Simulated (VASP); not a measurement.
**Pb: single point with r2SCAN**

Pb:

```
Pb
1.0
     0.00000    2.47256    2.47256
     2.47256    0.00000    2.47256
     2.47256    2.47256    0.00000
Pb
1
Direct
  0.00000 0.00000 0.00000
```

| Item | Value |
| --- | --- |
| Program | VASP 6.6.1 |
| Task | single point |
| Functional | r2SCAN |
| Potentials or basis | VASP PAW PBE potentials, release 64 (Pb_d) |
| Cutoff | 520 eV |
| k mesh | 14 × 14 × 14 |
| Occupations | gaussian, width 0.1 eV |
| Spin | no spin polarisation |
| Dipole correction | no |
| Further INCAR settings | ALGO = Normal; EDIFF = 1e-06; NBANDS = 13 |

| Property | Result |
| --- | --- |
| Pressure | 1.4 GPa |
| Band gap on the k mesh | zero (bands 7 and 8 overlap by 9.36 eV) |

Levels at points of the mesh, in eV from the Fermi level:
```csv
k point,band 4,band 5,band 6,band 7,band 8,band 9,band 10,band 11
"(0.00, 0.00, 0.00)",-17.63,-17.63,-12.37,7.71,7.71,7.71,10.37,12.29
"(0.50, 0.00, 0.00)",-17.48,-17.48,-8.53,-4.45,5.77,5.77,9.91,10.03
"(0.50, 0.50, 0.00)",-17.44,-17.44,-7.02,-3.52,2.08,2.08,5.88,6.98
```

It took 4.7 min on 1 thread of Intel Xeon 8259CL (shared host), peak memory 0.19 GiB.

Caveat: the PAW data sets were made with another functional, which shifts forces and pressure a little; spin-orbit coupling is left out, which moves the levels of the heavy elements.
